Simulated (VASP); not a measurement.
# RbBr (Pmm2) in VASP: a series of runs, part 3 of 3

VASP 6.6.1. Earlier steps stand in the parts before.

## Step 4: Single point, PBEsol

INCAR reads:

```
SYSTEM = RbBr
ALGO = Normal ; EDIFF = 1E-6
ENCUT = 520 ; GGA = PS
ISIF = 2 ; ISMEAR = 0
LASPH = .True. ; LCHARG = .False.
LREAL = .False. ; LWAVE = .False.
NBANDS = 15 ; NELM = 60
PREC = Accurate ; SIGMA = 0.05
```

KPOINTS reads:

```
k-points
0
Gamma
  6 6 6
  0 0 0
```

POSCAR reads:

```
RbBr
1.0
    4.1243020998      0.0000000000      0.0000000000
    0.0000000000      4.1243020998      0.0000000000
    0.0000000000      0.0000000000      4.0701688540
Rb Br
1 1
Direct
   -0.0793829626      0.0000000000      0.0000000000
    0.5849104822      0.5000000000      0.5000000000
```

Potentials or basis: VASP PAW PBE potentials, release 64 (Rb_sv, Br).

On the command line:

```
> cat potpaw_PBE.64/Rb_sv/POTCAR potpaw_PBE.64/Br/POTCAR > POTCAR
> mpirun -np 1 vasp_std > vasp.out
```

OUTCAR:

```text
SYSTEM = RbBr
   EDIFF = 1E-6
   ENCUT = 520
   GGA = PS
   ISIF = 2
   ISMEAR = 0
   LASPH = .True.
   LREAL = .False.
   NELM = 60
   PREC = Accurate

 ion  position               nearest neighbor table
   1  0.921  0.000  0.000-   2 3.21   2 3.21   2 3.21   2 3.21   2 3.99   2 3.99   2 3.99   2 3.99

   2  0.585  0.500  0.500-   1 3.21   1 3.21   1 3.21   1 3.21   1 3.99   1 3.99   1 3.99   1 3.99

  LATTYP: Found a simple tetragonal cell.
 ALAT       =     4.1243020998
 C/A-ratio  =     0.9868745682

  Lattice vectors:

 A1 = (   4.1243020998,   0.0000000000,   0.0000000000)
 A2 = (   0.0000000000,   4.1243020998,   0.0000000000)
 A3 = (   0.0000000000,   0.0000000000,   4.0701688540)

Analysis of symmetry for initial positions (statically):
=====================================================================
 Subroutine PRICEL returns:
 Original cell was already a primitive cell.

 Routine SETGRP: Setting up the symmetry group for a
 simple tetragonal supercell.

 Subroutine GETGRP returns: Found  4 space group operations
 (whereof  4 operations were pure point group operations)
 out of a pool of 16 trial point group operations.

The static configuration has the point symmetry C_2v.

Analysis of symmetry for dynamics (positions and initial velocities):
=====================================================================
 Subroutine PRICEL returns:
 Original cell was already a primitive cell.

 Routine SETGRP: Setting up the symmetry group for a
 simple tetragonal supercell.

 Subroutine GETGRP returns: Found  4 space group operations
 (whereof  4 operations were pure point group operations)
 out of a pool of 16 trial point group operations.

The dynamic configuration has the point symmetry C_2v.

 Subroutine INISYM returns: Found  4 space group operations
 (whereof  4 operations are pure point group operations),
 and found     1 'primitive' translations

----------------------------------------------------------------------------------------

                                     Primitive cell

  volume of cell :      69.2330

  direct lattice vectors                    reciprocal lattice vectors
     4.124302100  0.000000000  0.000000000     0.242465265  0.000000000  0.000000000
     0.000000000  4.124302100  0.000000000     0.000000000  0.242465265  0.000000000
     0.000000000  0.000000000  4.070168854     0.000000000  0.000000000  0.245690053

  length of vectors
     4.124302100  4.124302100  4.070168854     0.242465265  0.242465265  0.245690053

  position of ions in fractional coordinates (direct lattice)
     0.920617037  0.000000000  0.000000000
     0.584910482  0.500000000  0.500000000

  ion indices of the primitive-cell ions
   primitive index   ion index
                 1           1
                 2           2

----------------------------------------------------------------------------------------

 KPOINTS: k-points

Automatic generation of k-mesh.
 Grid dimensions read from file:
 generate k-points for:    6    6    6

 Generating k-lattice:

  Cartesian coordinates                     Fractional coordinates (reciprocal lattice)
     0.040410877  0.000000000  0.000000000     0.166666667  0.000000000  0.000000000
     0.000000000  0.040410877  0.000000000     0.000000000  0.166666667  0.000000000
     0.000000000  0.000000000  0.040948342     0.000000000  0.000000000  0.166666667

  Length of vectors
     0.040410877  0.040410877  0.040948342

  Shift w.r.t. Gamma in fractional coordinates (k-lattice)
     0.000000000  0.000000000  0.000000000

 Subroutine IBZKPT returns following result:
 ===========================================

 Found     64 irreducible k-points:

 Following reciprocal coordinates:
            Coordinates               Weight
  0.000000  0.000000  0.000000      1.000000
  0.166667  0.000000  0.000000      2.000000
  0.000000  0.166667  0.000000      2.000000
  0.333333  0.000000  0.000000      2.000000
  0.000000  0.333333  0.000000      2.000000
  0.500000  0.000000  0.000000      1.000000
[... 16 lines left out ...]
  0.000000  0.500000  0.166667      2.000000
  0.166667  0.166667  0.166667      8.000000
 [... further k-points ...]
   k-points           NKPTS =     64   k-points in BZ     NKDIM =     64   number of bands    NBANDS=     15
   number of dos      NEDOS =    301   number of ions     NIONS =      2
   total plane-waves  NPLWV =  30720
   dimension x,y,z NGX =    32 NGY =   32 NGZ =   30
   dimension x,y,z NGXF=    64 NGYF=   64 NGZF=   60
   ions per type =               1   1
   NGX,Y,Z   is equivalent  to a cutoff of  12.90, 12.90, 12.25 a.u.
   NGXF,Y,Z  is equivalent  to a cutoff of  25.80, 25.80, 24.51 a.u.
 SYSTEM =  RbBr
   PREC   = accura    normal or accurate (medium, high low for compatibility)
   ISTART =      0    job   : 0-new  1-cont  2-samecut
   ICHARG =      2    charge: 1-file 2-atom 10-const
   ISPIN  =      1    spin polarized calculation?
   LNONCOLLINEAR =      F non collinear calculations
   LSORBIT =      F    spin-orbit coupling
   LASPH  =      T    aspherical Exc in radial PAW
   ENCUT  =  520.0 eV  38.22 Ry    6.18 a.u.   7.67  7.67  7.57*2*pi/ulx,y,z
   NELM   =     60;   NELMIN=  2; NELMDL= -5     # of ELM steps
   EDIFF  = 0.1E-05   stopping-criterion for ELM
   LREAL  =      F    real-space projection
   EDIFFG = 0.1E-04   stopping-criterion for IOM
   NSW    =      0    number of steps for IOM
   IBRION =     -1    ionic relax: 0-MD 1-quasi-New 2-CG
   NFREE  =      0    steps in history (QN), initial steepest desc. (CG)
   ISIF   =      2    stress and relaxation
   ISYM   =      2    0-nonsym 1-usesym 2-fastsym
   POTIM  = 0.5000    time-step for ionic-motion
   TEBEG  =    0.0;   TEEND  =   0.0 temperature during run
   PSTRESS=    0.0 pullay stress
   NELECT =      16.0000    total number of electrons
   NUPDOWN=      -1.0000    fix difference up-down
   EMIN   =  10.00;   EMAX   =-10.00  energy-range for DOS
   EFERMI =   0.00;   METHOD = LEGACY
   ISMEAR =     0;   SIGMA  =   0.05  broadening in eV -4-tet -1-fermi 0-gaus
   EFERMI_NEDOS =   21; number of points for ismear=-14 and -15
   IALGO  =     38    algorithm
   IMIX   =      4    mixing-type and parameters
     AMIX     =   0.40;   BMIX     =  1.00
     AMIX_MAG =   1.60;   BMIX_MAG =  1.00
  volume/ion in A,a.u.               =      34.62       233.60
  Fermi-wavevector in a.u.,A,eV,Ry     =   1.004640  1.898494 13.732375  1.009301
  Thomas-Fermi vector in A             =   2.137268
   LORBIT       =      0    0 simple, 1 ext, 2 COOP (PROOUT), +10 PAW based schemes
   GGA     = PS    functional components
   LHFCALC =     F    Hartree Fock is set to
   AEXX    =    0.0000 exact exchange contribution
   IVDW    =     0    specifies the selected vdW correction
   LEPSILON=     F    determine dielectric tensor
   LRPA    =     F    only Hartree local field effects (RPA)
 non-spin polarized calculation
 Gauss-broadening in eV      SIGMA  =   0.05
  energy-cutoff  :      520.00
  volume of cell :       69.23
 maximum number of plane-waves:      1884
 NGX is ok and might be reduce to    32
   NGX = 15   NGY = 15   NGZ = 15

 number of electron      16.0000000 magnetization

 Free energy of the ion-electron system (eV)
  ---------------------------------------------------
  ext. energy  EPLUGINS =         0.00000000
  ---------------------------------------------------
  free energy    TOTEN  =        -6.11837337 eV

  energy without entropy =       -6.11837337  energy(sigma->0) =       -6.11837337

 E-fermi :  -0.5018     XC(G=0):  -8.1020

 val. band max:       -0.7861476395   @ k =   0.0000   0.3333   0.5000
 cond. band min:       3.2568759391   @ k =   0.0000   0.0000   0.0000
 fundamental gap:      4.0430235786
 Fermi energy:        -0.5018363068

 k-point     1 :       0.0000    0.0000    0.0000
  band No.  band energies     occupation
      1     -25.5869      2.00000
      2     -13.4555      2.00000
      3      -9.6206      2.00000
      4      -9.6052      2.00000
      5      -9.5738      2.00000
      6      -1.0798      2.00000
      7      -0.9429      2.00000
      8      -0.8789      2.00000
      9       3.2569      0.00000
     10       4.6073      0.00000
     11       5.7088      0.00000
     12       8.9483      0.00000
     13       9.6074      0.00000
     14       9.7158      0.00000
[... 401 lines left out ...]
      2     -13.4403      2.00000
      3      -9.6955      2.00000
      4      -9.6909      2.00000
      5      -9.5206      2.00000
      6      -1.5429      2.00000
      7      -1.2650      2.00000
      8      -1.2106      2.00000
      9       4.7878      0.00000
     10       5.7846      0.00000
     11       6.2705      0.00000
     12       8.0117      0.00000
     13       8.4430      0.00000
     14       9.3736      0.00000
     15      10.7529      0.00000

 [... further k-points ...]
[... 5 lines left out ...]
  --------------------------------------------------------------------------------------
  -------------------------------------------------------------------------------------
  Total        0.4166269      0.9938269      1.1281397      0.0000000      0.0000000      0.0000000
  in kB        9.6414973     22.9989470     26.1071885      0.0000000      0.0000000      0.0000000
  external PRESSURE =      19.5825443 kB  Pullay stress =       0.0000000 kB

 VOLUME and BASIS-vectors are now :
 -----------------------------------------------------------------------------
  energy-cutoff  :      520.00
  volume of cell :       69.23
      direct lattice vectors                 reciprocal lattice vectors
     4.124302100  0.000000000  0.000000000     0.242465265  0.000000000  0.000000000
     0.000000000  4.124302100  0.000000000     0.000000000  0.242465265  0.000000000
     0.000000000  0.000000000  4.070168854     0.000000000  0.000000000  0.245690053

 POSITION                                       TOTAL-FORCE (eV/Angst)
 -----------------------------------------------------------------------------------
      3.79690      0.00000      0.00000         0.555082      0.000000      0.000000
      2.41235      2.06215      2.03508        -0.555082      0.000000      0.000000
 -----------------------------------------------------------------------------------
    total drift:                                0.000154     -0.000000      0.000000

  FREE ENERGIE OF THE ION-ELECTRON SYSTEM (eV)
  ---------------------------------------------------
  free  energy   TOTEN  =        -6.1183733670 eV

  energy  without entropy=       -6.1183733670  energy(sigma->0) =       -6.11837337
```

OSZICAR:

```text
N       E                     dE             d eps       ncg     rms          rms(c)
DAV:   1     0.775397859620E+02    0.77540E+02   -0.66845E+03  1920   0.920E+02
DAV:   2    -0.878395979125E+00   -0.78418E+02   -0.73020E+02  2625   0.167E+02
DAV:   3    -0.622675867602E+01   -0.53484E+01   -0.53245E+01  2863   0.438E+01
DAV:   4    -0.635591426656E+01   -0.12916E+00   -0.12914E+00  2599   0.555E+00
DAV:   5    -0.635743514131E+01   -0.15209E-02   -0.15209E-02  2876   0.500E-01    0.350E+00
DAV:   6    -0.614648686377E+01    0.21095E+00   -0.20029E-01  2487   0.250E+00    0.237E+00
DAV:   7    -0.611468068536E+01    0.31806E-01   -0.11907E-01  2613   0.196E+00    0.102E+00
DAV:   8    -0.611808110090E+01   -0.34004E-02   -0.13047E-02  2228   0.680E-01    0.988E-02
DAV:   9    -0.611818881349E+01   -0.10771E-03   -0.71450E-04  2759   0.159E-01    0.586E-02
DAV:  10    -0.611836016786E+01   -0.17135E-03   -0.21741E-04  2137   0.925E-02    0.139E-02
DAV:  11    -0.611837117672E+01   -0.11009E-04   -0.14325E-05  2752   0.249E-02    0.671E-03
DAV:  12    -0.611837314743E+01   -0.19707E-05   -0.31658E-06  2347   0.128E-02    0.218E-03
DAV:  13    -0.611837336700E+01   -0.21957E-06   -0.42378E-07  2080   0.417E-03
   1 F= -.61183734E+01 E0= -.61183734E+01  d E =-.548714E-17
```

stdout:

```text
POSCAR found type information on POSCAR RbBr
 POSCAR found :  2 types and       2 ions
 scaLAPACK will be used
 -----------------------------------------------------------------------------
|                                                                             |
|                                                                             |
|     You enforced a specific xc type in the INCAR file but a different       |
|     I HOPE YOU KNOW WHAT YOU ARE DOING!                                     |
|                                                                             |
 -----------------------------------------------------------------------------

 LDA part: xc-table for (Slater+PW92), standard interpolation
 POSCAR, INCAR and KPOINTS ok, starting setup
 FFT: planning ... GRIDC
 FFT: planning ... GRID_SOFT
 FFT: planning ... GRID
 WAVECAR not read
 entering main loop
```

It took 20 s on 1 thread of Intel Xeon 6975P-C (Granite Rapids), shared host; peak memory 0.21 GiB.

What came out:

```
Free energy            : -6.1184 eV
Pressure               : 2.0 GPa
Largest force          : 0.555 eV/Å
Band gap on the k mesh : 4.04 eV, indirect (least direct gap 4.14 eV)
```

Forces on the atoms (eV/Å):
```
Rb   0.555  0.000  0.000
Br  -0.555  0.000  0.000
```

Caveat: the PAW data sets were made with another functional, which shifts forces and pressure a little.

## Step 5: Single point, PBEsol

INCAR reads:

```
  PREC = Accurate
  ENCUT = 520
  EDIFF = 1E-7
  ISMEAR = 0
  SIGMA = 0.05
  LREAL = F
  LASPH = T
  NELM = 100
  ALGO = Normal
  ISIF = 2
  LWAVE = F
  LCHARG = F
  GGA = PS
  NBANDS = 15
```

KPOINTS reads:

```
regular mesh
0
Gamma
  6 6 6
```

POSCAR reads:

```
RbBr
1.0
    4.1243020998      0.0000000000      0.0000000000
    0.0000000000      4.1243020998      0.0000000000
    0.0000000000      0.0000000000      4.0701688540
Rb Br
1 1
Direct
   -0.0396914813      0.0000000000      0.0000000000
    0.5424552411      0.5000000000      0.5000000000
```

On the command line:

```
> cat potpaw_PBE.64/Rb_sv/POTCAR potpaw_PBE.64/Br/POTCAR > POTCAR
> mpirun -np 1 vasp_std > vasp.out
```

Wall time 19 s (1 thread of Intel Xeon 6975P-C (Granite Rapids), shared host); peak memory 0.21 GiB.

Results (log left out):

| Item | Value |
| --- | --- |
| Free energy | -6.2556 eV |
| Pressure | 0.2 GPa |
| Largest force | 0.259 eV/Å |
| Band gap on the k mesh | 3.98 eV, indirect (least direct gap 4.09 eV) |

Forces in eV/Å, atoms in the order of the input:
```
Rb   0.259  0.000  0.000
Br  -0.259  0.000  0.000
```

Stress tensor (GPa, compression positive):
```
-0.03  0.00  0.00
 0.00  0.20  0.00
 0.00  0.00  0.57
```

Levels at points of the mesh, in eV from the valence-band top:
```
           k point  band 5  band 6  band 7  band 8  band 9  band 10  band 11  band 12
(0.00, 0.00, 0.00)   -8.94   -0.22   -0.17   -0.11    3.98     5.44     5.72     9.92
(0.50, 0.00, 0.00)   -8.89   -1.77   -0.26   -0.18    6.65     7.06     7.71     8.83
(0.00, 0.50, 0.00)   -8.88   -1.77   -0.22   -0.21    6.70     6.91     7.53     8.22
(0.50, 0.50, 0.00)   -8.85   -1.09   -1.06    0.00    5.23     6.21     8.04     8.13
(0.00, 0.00, 0.50)   -8.89   -1.78   -0.29   -0.19    6.72     6.93     7.63     8.17
(0.50, 0.00, 0.50)   -8.85   -1.11   -1.05   -0.06    5.26     6.11     7.93     7.98
(0.00, 0.50, 0.50)   -8.87   -1.08   -1.04   -0.02    5.28     6.27     7.93     7.97
(0.50, 0.50, 0.50)   -9.18   -1.37   -1.36   -1.34    7.81     7.83     8.23     9.49
```

Caveat: the PAW data sets were made with another functional, which shifts forces and pressure a little.
